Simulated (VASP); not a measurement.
**Hg: relaxation of cell and atoms with r2SCAN**

Crystal: Hg.

```
Hg
1.0
     3.19548    0.00000    0.00000
    -1.59774    2.76737    0.00000
     0.00000    0.00000    5.21822
Hg
2
Direct
  0.33333 0.66667 0.25000
  0.66667 0.33333 0.75000
```

```yaml
Program: VASP 6.6.1
Task: relaxation of cell and atoms
Functional: r2SCAN
Potentials_or_basis: VASP PAW PBE potentials, release 64 (Hg)
Cutoff: 600 eV
k_mesh: 11 × 11 × 6
Occupations: fermi-dirac, width 0.1 eV
Spin: no spin polarisation
Dipole_correction: no
Further_INCAR_settings: ALGO = Normal; EDIFF = 1e-06; IBRION = 2; EDIFFG = -0.01; NSW = 80; ISIF = 3
```

```yaml
Relaxed_volume: 28.16 Å³/atom
Relaxed_cell: a = 3.443 Å, b = 3.443 Å, c = 5.487 Å, α = 90.00°, β = 90.00°, γ = 120.00°
Space_group_after_relaxing_to_0.1_Å: P6_3/mmc (No. 194)
Energy_gained_by_relaxing: 65.7 meV/atom
Ionic_steps: 9
Pressure_after_relaxing: 0.0 GPa
Band_gap_on_the_k_mesh: zero (bands 12 and 13 overlap by 0.17 eV)
```

The path:
```tsv
step	energy change (eV)	largest force (eV/Å)	pressure (GPa)	volume (Å³)
1	0.0000	0.0000	5.35	46.15
2	-0.1076	0.0000	1.68	51.49
3	-0.1276	0.0000	0.51	54.50
4	-0.1301	0.0000	0.06	55.94
5	-0.1301	0.0000	0.00	56.15
6	-0.1304	0.0000	0.00	56.18
7	-0.1312	0.0000	0.00	56.25
8	-0.1313	0.0000	0.01	56.37
9	-0.1314	0.0000	0.00	56.32
```

Final structure:
```cif
data_structure
_symmetry_space_group_name_H-M 'P 1'
_symmetry_Int_Tables_number 1
_cell_length_a 3.4428
_cell_length_b 3.4428
_cell_length_c 5.4868
_cell_angle_alpha 90.000
_cell_angle_beta 90.000
_cell_angle_gamma 120.000
_cell_volume 56.32
loop_
_atom_site_label
_atom_site_type_symbol
_atom_site_fract_x
_atom_site_fract_y
_atom_site_fract_z
_atom_site_occupancy
Hg1 Hg 0.33333 0.66667 0.25000 1
Hg2 Hg 0.66667 0.33333 0.75000 1
```

Levels at points of the mesh, in eV from the Fermi level:
| k point | band 10 | band 11 | band 12 | band 13 | band 14 | band 15 |
| --- | --- | --- | --- | --- | --- | --- |
| (0.00, 0.00, 0.00) | -5.73 | -5.73 | -1.45 | -0.28 | 11.54 | 11.54 |
| (0.00, 0.00, 0.50) | -5.90 | -5.71 | -5.71 | 6.82 | 6.82 | 12.56 |

It took 45 min on 1 thread of Oxide Virtual Turin-like Processor, with other jobs on the host, peak memory 0.2 GiB.

Caveat: the volume moved by over 15 % at a fixed basis, so the end points are rough; the PAW data sets were made with another functional, which shifts forces and pressure a little; spin-orbit coupling is left out, which moves the levels of the heavy elements.
